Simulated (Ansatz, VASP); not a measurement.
# ZnO in VASP and in Ansatz

INCAR

```
  ALGO = Normal
  EDIFF = 1E-6
  ENCUT = 520
  ISIF = 2
  ISMEAR = 0
  LASPH = T
  LCHARG = F
  LREAL = F
  LWAVE = F
  NBANDS = 16
  NELM = 80
  PREC = Accurate
  SIGMA = 0.05
```

File KPOINTS:

```
k-points
0
Gamma
  12 12 12
```

The input POSCAR:

```
ZnO
1.0
    0.0406770375      2.1694420000      2.1694420000
    2.2101190375      0.0000000000      2.2101190375
    2.1694420000      2.1694420000      0.0406770375
Zn O
1 1
Direct
    0.0000000000      0.0000000000      0.0000000000
    0.5000000000      0.5000000000      0.5000000000
```

Input for Ansatz:

```yaml
crystal:
  lattice:
    - [0.0406770375, 2.169442, 2.169442]
    - [2.2101190375, 0.0, 2.2101190375]
    - [2.169442, 2.169442, 0.0406770375]
  atoms:
    - { symbol: Zn, position: [0.0, 0.0, 0.0] }
    - { symbol: O, position: [0.5, 0.5, 0.5] }
basis:
  ecutwfc: 420
kpoints:
  mp_grid: { grid: [12, 12, 12] }
hamiltonian:
  xc: lda
scf:
  occupations: { method: gaussian, width: 0.05 }
output:
  forces: true
  stress: true
  eigenvalues: true
```

Change from the starting cell: strain +0.0375 x Voigt [0, 0, 0, 0, 1, 0], atoms carried along.

Alike in both runs: task single point; functional LDA; k mesh 12 × 12 × 12; occupations gaussian, width 0.05 eV; no spin polarisation.

|  | VASP | Ansatz |
| --- | --- | --- |
| version | VASP 6.6.1 | Ansatz 0.2.0 |
| potentials or method | VASP PAW LDA potentials, release 64 (Zn, O), cutoff 520 eV | scalar-relativistic, plane waves, PAW |
| valence electrons in the cell | 18 | 18 |

```csv
,VASP,Ansatz,Ansatz less VASP
gap on the k mesh at the Fermi level (eV),0.64,0.64,-0.001
least direct gap on the mesh (eV),1.74,1.75,+0.006
pressure (GPa),-13.9,-15.0,-1.09
"traceless stress, the component that is largest in VASP (GPa)",-3.28,-3.29,-0.014
```

LDA's correlation is that of Perdew and Zunger in VASP and of Perdew and Wang (1992) in Ansatz.
